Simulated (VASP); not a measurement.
A run of VASP 6.6.1 is set up as follows.

Contents of INCAR:

```
PREC = Accurate
ENCUT = 520
EDIFF = 1E-7
ISMEAR = -1
SIGMA = 0.05
LREAL = False
LASPH = True
NELM = 100
ALGO = Normal
ISIF = 2
LWAVE = False
LCHARG = False
GGA = PE
NBANDS = 11
```

KPOINTS

```
Automatic mesh
0
Gamma
  10 10 8
```

File POSCAR:

```
MgB2
1.0
    3.0691818621      0.0000000000      0.0000000000
   -1.5345909310      2.6579894614      0.0000000000
    0.0000000000      0.0000000000      3.4884085852
Mg B
1 2
Direct
    0.0000000000      0.0000000000      0.0000000000
    0.6666666667      0.3333333333      0.5000000000
    0.3333333333      0.6666666667      0.5000000000
```

Potentials or basis: VASP PAW PBE potentials, release 64 (Mg, B).

Command:

```console
$ cat potpaw_PBE.64/Mg/POTCAR potpaw_PBE.64/B/POTCAR > POTCAR
$ mpirun -np 1 vasp_std > vasp.out
```

Task: Estimate the band gap on the k mesh.

Result: Zero (bands 4 and 5 overlap by 2.52 eV).

Task: What does it give for the pressure?

Result: 1.8 GPa.

Stress tensor (GPa, compression positive):
```
1.83 0.00 0.00
0.00 1.83 0.00
0.00 0.00 1.60
```
